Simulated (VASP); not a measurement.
# Si (P-3m1) in VASP: further runs

Runs on Si. Level: r2SCAN. Tasks: single point.

Everything below comes from runs of VASP 6.6.1. Logs are shortened: lines on timing, memory, paths and dates and some standing lists are left out, and cuts for length are marked.

**1. The cell of the first run**

The structure is trigonal, space group P-3m1 (No. 164). The conventional cell has a = 3.840 Å, b = 3.840 Å, c = 12.407 Å, α = 90.00°, β = 90.00°, γ = 120.00°. Si (site symmetry 3m) has 4 Si at 2.35 Å within 3.1 Å. Within 3.1 Å of Si (site symmetry 3m) lie 4 Si at 2.35 Å. Within 3.1 Å of Si (site symmetry 3m) lie 3 Si at 2.35 Å.

**2. Single point, r2SCAN (the distance across one plane changed)**

File POSCAR:

```
Si
1.0
    2.7154700000     -2.7154700000      0.0000000000
    2.7154700000      0.0000000000     -2.7154700000
    7.1629908076      7.1629908076      7.1629908076
Si
6
Direct
    0.6666666667      0.6666666667      0.4106633967
    1.0000000000      0.0000000000      0.1579319075
    0.3333333333      0.3333333333      0.6633948858
    0.6666666667      0.6666666667      0.6002120135
    1.0000000000      1.0000000000      0.3474805244
    0.3333333333      0.3333333333      0.0947490353
```

File INCAR.step1:

```
  PREC = Accurate
  ENCUT = 520
  ISMEAR = 0
  SIGMA = 0.05
  LREAL = F
  LASPH = T
  NELM = 100
  NBANDS = 21
  GGA = PE
  ALGO = Normal
  EDIFF = 1E-4
  LWAVE = T
  LCHARG = F
```

File INCAR.step2:

```
  PREC = Accurate
  ENCUT = 520
  EDIFF = 1E-7
  ISMEAR = 0
  SIGMA = 0.05
  LREAL = F
  LASPH = T
  NELM = 100
  ALGO = Normal
  ISIF = 2
  LWAVE = F
  LCHARG = T
  METAGGA = R2SCAN
  LMIXTAU = T
  LELF = T
  LVHAR = T
  NBANDS = 21
  ISTART = 1
```

File KPOINTS:

```
regular mesh
0
Gamma
  8 8 3
```

Potentials or basis: VASP PAW PBE potentials, release 64 (Si).

Started as:

```
> cat potpaw_PBE.64/Si/POTCAR > POTCAR
> cp INCAR.step1 INCAR
> mpirun -np 1 vasp_std > vasp.out
> cp INCAR.step2 INCAR
> mpirun -np 1 vasp_std > vasp.out
```

OUTCAR:

```text
PREC = Accurate
   ENCUT = 520
   EDIFF = 1E-7
   ISMEAR = 0
   LREAL = F
   LASPH = T
   NELM = 100
   ISIF = 2
   METAGGA = R2SCAN
   ISTART = 1

 ion  position               nearest neighbor table
   1  0.667  0.667  0.411-   4 2.35   5 2.35   5 2.35   5 2.35
   2  0.000  0.000  0.158-   6 2.35   6 2.35   6 2.35   5 2.35
   3  0.333  0.333  0.663-   4 2.35   4 2.35   4 2.35
   4  0.667  0.667  0.600-   1 2.35   3 2.35   3 2.35   3 2.35
   5  0.000  0.000  0.347-   1 2.35   1 2.35   1 2.35   2 2.35
   6  0.333  0.333  0.095-   2 2.35   2 2.35   2 2.35

  LATTYP: Found a hexagonal cell.
 ALAT       =     3.8402545022
 C/A-ratio  =     3.2306879676

  Lattice vectors:

 A1 = (  -2.7154700000,   0.0000000000,   2.7154700000)
 A2 = (   2.7154700000,  -2.7154700000,   0.0000000000)
 A3 = (   7.1629908076,   7.1629908076,   7.1629908076)

Analysis of symmetry for initial positions (statically):
=====================================================================
 Subroutine PRICEL returns:
 Original cell was already a primitive cell.

 Routine SETGRP: Setting up the symmetry group for a
 hexagonal supercell.

 Subroutine GETGRP returns: Found 12 space group operations
 (whereof  6 operations were pure point group operations)
 out of a pool of 24 trial point group operations.

The static configuration has the point symmetry C_3v.
 The point group associated with its full space group is D_3d.

Analysis of symmetry for dynamics (positions and initial velocities):
=====================================================================
 Subroutine PRICEL returns:
 Original cell was already a primitive cell.

 Routine SETGRP: Setting up the symmetry group for a
 hexagonal supercell.

 Subroutine GETGRP returns: Found 12 space group operations
 (whereof  6 operations were pure point group operations)
 out of a pool of 24 trial point group operations.

The dynamic configuration has the point symmetry C_3v.
 The point group associated with its full space group is D_3d.

 Subroutine INISYM returns: Found 12 space group operations
 (whereof  6 operations are pure point group operations),
 and found     1 'primitive' translations

----------------------------------------------------------------------------------------

                                     Primitive cell

  volume of cell :     158.4549

[... 97 lines left out ...]
   EDIFFG = 0.1E-05   stopping-criterion for IOM
   NSW    =      0    number of steps for IOM
   IBRION =     -1    ionic relax: 0-MD 1-quasi-New 2-CG
   NFREE  =      0    steps in history (QN), initial steepest desc. (CG)
   ISIF   =      2    stress and relaxation
   ISYM   =      2    0-nonsym 1-usesym 2-fastsym
   POTIM  = 0.5000    time-step for ionic-motion
   TEBEG  =    0.0;   TEEND  =   0.0 temperature during run
   PSTRESS=    0.0 pullay stress
   NELECT =      24.0000    total number of electrons
   NUPDOWN=      -1.0000    fix difference up-down
   EMIN   =  10.00;   EMAX   =-10.00  energy-range for DOS
   EFERMI =   0.00;   METHOD = LEGACY
   ISMEAR =     0;   SIGMA  =   0.05  broadening in eV -4-tet -1-fermi 0-gaus
   EFERMI_NEDOS =   21; number of points for ismear=-14 and -15
   IALGO  =     38    algorithm
   IMIX   =      4    mixing-type and parameters
     AMIX     =   0.40;   BMIX     =  1.00
     AMIX_MAG =   1.60;   BMIX_MAG =  1.00
  volume/ion in A,a.u.               =      26.41       178.22
  Fermi-wavevector in a.u.,A,eV,Ry     =   0.872657  1.649082 10.361237  0.761529
  Thomas-Fermi vector in A             =   1.991937
   LORBIT       =      0    0 simple, 1 ext, 2 COOP (PROOUT), +10 PAW based schemes
   METAGGA = R2SCAN    functional components
   LHFCALC =     F    Hartree Fock is set to
   AEXX    =    0.0000 exact exchange contribution
   IVDW    =     0    specifies the selected vdW correction
   LEPSILON=     F    determine dielectric tensor
   LRPA    =     F    only Hartree local field effects (RPA)
 non-spin polarized calculation
 Gauss-broadening in eV      SIGMA  =   0.05
  energy-cutoff  :      520.00
  volume of cell :      158.45
 maximum number of plane-waves:      4293
 NGX is ok and might be reduce to    30
   NGX = 15   NGY = 15   NGZ = 47

 number of electron      24.0000002 magnetization

 Free energy of the ion-electron system (eV)
  ---------------------------------------------------
  ext. energy  EPLUGINS =         0.00000000
  ---------------------------------------------------
  free energy    TOTEN  =       -49.91092170 eV

  energy without entropy =      -49.90747114  energy(sigma->0) =      -49.90919642

 E-fermi :   3.0596     XC(G=0):  -8.3297

 val. band max:        3.0366048321   @ k =   0.5000   0.2500   0.0000
 cond. band min:       3.0668176815   @ k =   0.2500   0.1250   0.0000
 fundamental gap:      0.0302128495
 Fermi energy:         3.0596265706

 k-point     1 :       0.0000    0.0000    0.0000
  band No.  band energies     occupation
      1      -9.1514      2.00000
      2      -8.2391      2.00000
      3      -7.3064      2.00000
      4      -3.1161      2.00000
      5      -0.7599      2.00000
      6       1.9840      2.00000
[... 565 lines left out ...]
     20       8.6763      0.00000
     21       8.8371      0.00000

 [... further k-points ...]

------------------------ aborting loop because EDIFF is reached ----------------------------------------

  FORCE on cell =-STRESS in cart. coord.  units (eV):
  Direction    XX          YY          ZZ          XY          YZ          ZX
  --------------------------------------------------------------------------------------
  -------------------------------------------------------------------------------------
  Total       -0.4885412     -0.4885412     -0.4885412      0.2251730      0.2251730      0.2251730
  in kB       -4.9397629     -4.9397629     -4.9397629      2.2767810      2.2767810      2.2767810
  external PRESSURE =      -4.9397629 kB  Pullay stress =       0.0000000 kB

 VOLUME and BASIS-vectors are now :
 -----------------------------------------------------------------------------
  energy-cutoff  :      520.00
  volume of cell :      158.45
      direct lattice vectors                 reciprocal lattice vectors
     2.715470000 -2.715470000  0.000000000     0.122753458 -0.245506917  0.122753458
     2.715470000  0.000000000 -2.715470000     0.122753458  0.122753458 -0.245506917
     7.162990808  7.162990808  7.162990808     0.046535496  0.046535496  0.046535496

 POSITION                                       TOTAL-FORCE (eV/Angst)
 -----------------------------------------------------------------------------------
      6.56220      1.13126      1.13126        -0.254685     -0.254685     -0.254685
      1.13126      1.13126      1.13126        -0.522433     -0.522433     -0.522433
      6.56220      3.84673      3.84673        -0.303929     -0.303929     -0.303929
      7.91994      2.48900      2.48900         0.522433      0.522433      0.522433
      2.48900      2.48900      2.48900         0.254685      0.254685      0.254685
      2.48900     -0.22647     -0.22647         0.303929      0.303929      0.303929
 -----------------------------------------------------------------------------------
    total drift:                                0.000089      0.000089      0.000089

  FREE ENERGIE OF THE ION-ELECTRON SYSTEM (eV)
  ---------------------------------------------------
  free  energy   TOTEN  =       -49.9109217046 eV

  energy  without entropy=      -49.9074711359  energy(sigma->0) =      -49.90919642
```

OUTCAR.step1:

```text
PREC = Accurate
   ENCUT = 520
   ISMEAR = 0
   LREAL = F
[... 815 lines left out ...]
      6.56220      3.84673      3.84673        -0.204154     -0.204154     -0.204154
      7.91994      2.48900      2.48900         0.460940      0.460940      0.460940
      2.48900      2.48900      2.48900         0.225874      0.225874      0.225874
      2.48900     -0.22647     -0.22647         0.204154      0.204154      0.204154
 -----------------------------------------------------------------------------------
    total drift:                               -0.000000     -0.000000     -0.000000

  FREE ENERGIE OF THE ION-ELECTRON SYSTEM (eV)
  ---------------------------------------------------
  free  energy   TOTEN  =       -30.1145748500 eV

  energy  without entropy=      -30.1106841880  energy(sigma->0) =      -30.11262952
```

It took 14 min on 1 thread of Intel Xeon 8259CL, shared host; peak memory 0.3 GiB.

What came out:

```
Free energy            : -49.9109 eV
Pressure               : -0.5 GPa
Largest force          : 0.905 eV/Å
Band gap on the k mesh : zero (bands 12 and 13 overlap by 0.03 eV)
```

Forces in eV/Å, atoms in the order of the input:
```
Si  -0.255 -0.255 -0.255
Si  -0.522 -0.522 -0.522
Si  -0.304 -0.304 -0.304
Si   0.522  0.522  0.522
Si   0.255  0.255  0.255
Si   0.304  0.304  0.304
```

Stress tensor (GPa, compression positive):
```
-0.49  0.23  0.23
 0.23 -0.49  0.23
 0.23  0.23 -0.49
```

Levels at points of the mesh, in eV from the Fermi level:
| k point | band 8 | band 9 | band 10 | band 11 | band 12 | band 13 | band 14 | band 15 | band 16 | band 17 |
| --- | --- | --- | --- | --- | --- | --- | --- | --- | --- | --- |
| (0.00, 0.00, 0.00) | -0.50 | -0.50 | -0.42 | -0.07 | -0.07 | 0.71 | 2.13 | 3.06 | 3.26 | 3.26 |
| (0.50, 0.00, 0.00) | -2.90 | -2.74 | -2.03 | -1.44 | -0.53 | 0.16 | 1.30 | 2.06 | 2.61 | 2.62 |

Caveat: the cell differs from its parent crystal (the distance across one plane changed); semilocal functionals underestimate gaps, and a narrow one can read as zero; the PAW data sets were made with another functional, which shifts forces and pressure a little.

**3. Single point, r2SCAN (the distance across one plane changed)**

File POSCAR:

```
Si
1.0
    2.7154700000     -2.7154700000      0.0000000000
    2.7154700000      0.0000000000     -2.7154700000
    8.0290162114      8.0290162114      8.0290162114
Si
6
Direct
    0.6666666667      0.6666666667      0.3663684389
    1.0000000000      0.0000000000      0.1408970629
    0.3333333333      0.3333333333      0.5918398149
    0.6666666667      0.6666666667      0.5354719709
    1.0000000000      1.0000000000      0.3100005949
    0.3333333333      0.3333333333      0.0845292189
```

File INCAR.step1:

```
SYSTEM = Si
PREC     = Accurate       ! precision mode
ENCUT    = 520            ! plane-wave cutoff, eV
ISMEAR   = 0              ! smearing method
SIGMA    = 0.05           ! smearing width, eV
LREAL    = .False.        ! projectors in reciprocal space
LASPH    = .True.         ! aspherical terms in the spheres
NELM     = 80             ! most SCF steps
NBANDS   = 21             ! bands
GGA      = PE             ! functional
ALGO     = Normal         ! electronic algorithm
EDIFF    = 1E-4           ! SCF threshold, eV
LWAVE    = .True.         ! write WAVECAR
LCHARG   = .False.        ! write CHGCAR
```

File INCAR.step2:

```
SYSTEM = Si
PREC     = Accurate       ! precision mode
ENCUT    = 520            ! plane-wave cutoff, eV
EDIFF    = 1E-6           ! SCF threshold, eV
ISMEAR   = 0              ! smearing method
SIGMA    = 0.05           ! smearing width, eV
LREAL    = .False.        ! projectors in reciprocal space
LASPH    = .True.         ! aspherical terms in the spheres
NELM     = 80             ! most SCF steps
ALGO     = Normal         ! electronic algorithm
ISIF     = 2              ! what is computed and relaxed
LWAVE    = .False.        ! write WAVECAR
LCHARG   = .False.        ! write CHGCAR
METAGGA  = R2SCAN         ! meta-GGA
LMIXTAU  = .True.       
NBANDS   = 21             ! bands
ISTART   = 1
```

File KPOINTS:

```
regular mesh
0
Gamma
  8 8 3
  0 0 0
```

Potentials or basis: VASP PAW PBE potentials, release 64 (Si).

Started as:

```
> cat potpaw_PBE.64/Si/POTCAR > POTCAR
> cp INCAR.step1 INCAR
> mpirun -np 1 vasp_std > vasp.out
> cp INCAR.step2 INCAR
> mpirun -np 1 vasp_std > vasp.out
```

OUTCAR:

```text
SYSTEM = Si
   PREC = Accurate
   ENCUT = 520
   EDIFF = 1E-6
   ISMEAR = 0
   LREAL = .False.
   LASPH = .True.
   NELM = 80
   ISIF = 2
   METAGGA = R2SCAN
   ISTART = 1

 ion  position               nearest neighbor table
   1  0.667  0.667  0.366-   4 2.35   5 2.35   5 2.35   5 2.35
   2  0.000  0.000  0.141-   5 2.35   6 2.35   6 2.35   6 2.35
   3  0.333  0.333  0.592-   4 2.35   4 2.35   4 2.35
   4  0.667  0.667  0.535-   1 2.35   3 2.35   3 2.35   3 2.35
   5  0.000  0.000  0.310-   2 2.35   1 2.35   1 2.35   1 2.35
   6  0.333  0.333  0.085-   2 2.35   2 2.35   2 2.35

  LATTYP: Found a hexagonal cell.
 ALAT       =     3.8402545022
 C/A-ratio  =     3.6212870800

  Lattice vectors:

 A1 = (  -2.7154700000,   0.0000000000,   2.7154700000)
 A2 = (   2.7154700000,  -2.7154700000,   0.0000000000)
 A3 = (   8.0290162114,   8.0290162114,   8.0290162114)

Analysis of symmetry for initial positions (statically):
=====================================================================
 Subroutine PRICEL returns:
[... 182 lines left out ...]

 val. band max:        2.1320694388   @ k =   0.0000   0.0000   0.0000
 cond. band min:       2.2445936228   @ k =   0.5000   0.2500   0.0000
 fundamental gap:      0.1125241840
 Fermi energy:         2.1905030899

 k-point     1 :       0.0000    0.0000    0.0000
  band No.  band energies     occupation
      1     -10.0023      2.00000
      2      -9.0953      2.00000
      3      -8.1572      2.00000
      4      -3.9818      2.00000
      5      -1.5750      2.00000
      6       1.1331      2.00000
[... 565 lines left out ...]
     20       7.7759      0.00000
     21       8.0099      0.00000

 [... further k-points ...]

------------------------ aborting loop because EDIFF is reached ----------------------------------------

  FORCE on cell =-STRESS in cart. coord.  units (eV):
  Direction    XX          YY          ZZ          XY          YZ          ZX
  --------------------------------------------------------------------------------------
  -------------------------------------------------------------------------------------
  Total       -0.3695450     -0.3695450     -0.3695450      0.4351182      0.4351182      0.4351182
  in kB       -3.3335299     -3.3335299     -3.3335299      3.9250415      3.9250415      3.9250415
  external PRESSURE =      -3.3335299 kB  Pullay stress =       0.0000000 kB

 VOLUME and BASIS-vectors are now :
 -----------------------------------------------------------------------------
  energy-cutoff  :      520.00
  volume of cell :      177.61
      direct lattice vectors                 reciprocal lattice vectors
     2.715470000 -2.715470000  0.000000000     0.122753458 -0.245506917  0.122753458
     2.715470000  0.000000000 -2.715470000     0.122753458  0.122753458 -0.245506917
     8.029016211  8.029016211  8.029016211     0.041516087  0.041516087  0.041516087

 POSITION                                       TOTAL-FORCE (eV/Angst)
 -----------------------------------------------------------------------------------
      6.56220      1.13126      1.13126        -0.264554     -0.264554     -0.264554
      1.13126      1.13126      1.13126        -0.521585     -0.521585     -0.521585
      6.56220      3.84673      3.84673        -0.330670     -0.330670     -0.330670
      7.91994      2.48900      2.48900         0.521585      0.521585      0.521585
      2.48900      2.48900      2.48900         0.264554      0.264554      0.264554
      2.48900     -0.22647     -0.22647         0.330670      0.330670      0.330670
 -----------------------------------------------------------------------------------
    total drift:                                0.000075      0.000075      0.000075

  FREE ENERGIE OF THE ION-ELECTRON SYSTEM (eV)
  ---------------------------------------------------
  free  energy   TOTEN  =       -49.8763221714 eV

  energy  without entropy=      -49.8752876944  energy(sigma->0) =      -49.87580493
```

OSZICAR.step1:

```text
N       E                     dE             d eps       ncg     rms          rms(c)
DAV:   1     0.658360120441E+02    0.65836E+02   -0.87792E+03  1050   0.897E+02
DAV:   2    -0.254775244943E+02   -0.91314E+02   -0.88417E+02  1380   0.143E+02
DAV:   3    -0.306707536867E+02   -0.51932E+01   -0.51267E+01  1392   0.319E+01
DAV:   4    -0.307932506685E+02   -0.12250E+00   -0.12235E+00  1506   0.596E+00
DAV:   5    -0.307971300780E+02   -0.38794E-02   -0.38792E-02  1609   0.955E-01    0.796E+00
DAV:   6    -0.302792077932E+02    0.51792E+00   -0.52537E-01  1225   0.281E+00    0.470E+00
DAV:   7    -0.300868305632E+02    0.19238E+00   -0.49375E-01  1322   0.289E+00    0.866E-01
DAV:   8    -0.300891516412E+02   -0.23211E-02   -0.40978E-02  1469   0.976E-01    0.313E-01
DAV:   9    -0.300892941808E+02   -0.14254E-03   -0.43050E-03  1290   0.307E-01    0.139E-01
DAV:  10    -0.300900254665E+02   -0.73129E-03   -0.10027E-03  1229   0.148E-01    0.738E-02
DAV:  11    -0.300907298496E+02   -0.70438E-03   -0.12949E-03  1110   0.144E-01    0.362E-02
DAV:  12    -0.300907952430E+02   -0.65393E-04   -0.10193E-04  1136   0.441E-02
   1 F= -.30090795E+02 E0= -.30089900E+02  d E =-.179131E-02
```

It took 17 min on 1 thread of Intel Xeon 8259CL, shared host; peak memory 0.32 GiB.

What came out:

| Property | Result |
| --- | --- |
| Free energy | -49.8763 eV |
| Pressure | -0.3 GPa |
| Largest force | 0.903 eV/Å |
| Band gap on the k mesh | 0.11 eV (least direct gap 0.14 eV) |

Forces on the atoms (eV/Å):
```
Si  -0.265 -0.265 -0.265
Si  -0.522 -0.522 -0.522
Si  -0.331 -0.331 -0.331
Si   0.522  0.522  0.522
Si   0.265  0.265  0.265
Si   0.331  0.331  0.331
```

Caveat: the cell differs from its parent crystal (the distance across one plane changed); the PAW data sets were made with another functional, which shifts forces and pressure a little.

The gap in the log of VASP goes by the Fermi energy; the results here count the filled bands.